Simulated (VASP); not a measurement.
A run of VASP 6.6.1 is set up as follows.

Contents of INCAR:

```
SYSTEM = PtS2
ALGO = Normal ; DIPOL = 0.5 0.5 0.396
EDIFF = 1E-7 ; ENCUT = 520
GGA = PE ; IDIPOL = 3
ISIF = 2 ; ISMEAR = 0
IVDW = 12 ; LASPH = .TRUE.
LCHARG = .FALSE. ; LDIPOL = .TRUE.
LREAL = .FALSE. ; LWAVE = .FALSE.
NBANDS = 31 ; NELM = 60
PREC = Accurate ; SIGMA = 0.05
```

KPOINTS

```
k-points
0
G
  9 9 1
  0 0 0
```

POSCAR

```
PtS2
1.0
    3.5415277692      0.0000000000      0.0000000000
   -1.7707638846      3.0670530163      0.0000000000
    0.0000000000      0.0000000000     22.4670602589
S Pt
4 2
Direct
    0.6666666667      0.3333333333      0.2002932270
    0.3333333333      0.6666666667      0.3108341745
    0.6666666667      1.3333333333      0.4817510615
    0.3333333333      1.6666666667      0.5922920091
    0.0000000000      0.0000000000      0.2555637007
    0.0000000000      1.0000000000      0.5370215353
```

Potentials or basis: VASP PAW PBE potentials, release 64 (S, Pt).

Launch:

```console
$ cat potpaw_PBE.64/S/POTCAR potpaw_PBE.64/Pt/POTCAR > POTCAR
$ mpirun -np 1 vasp_std > vasp.out
```

(1) What does it give for the largest force?

(2) What does it give for the dispersion energy per atom?

## Answers

(1) 0.056 eV/Å.

(2) -0.305 eV.
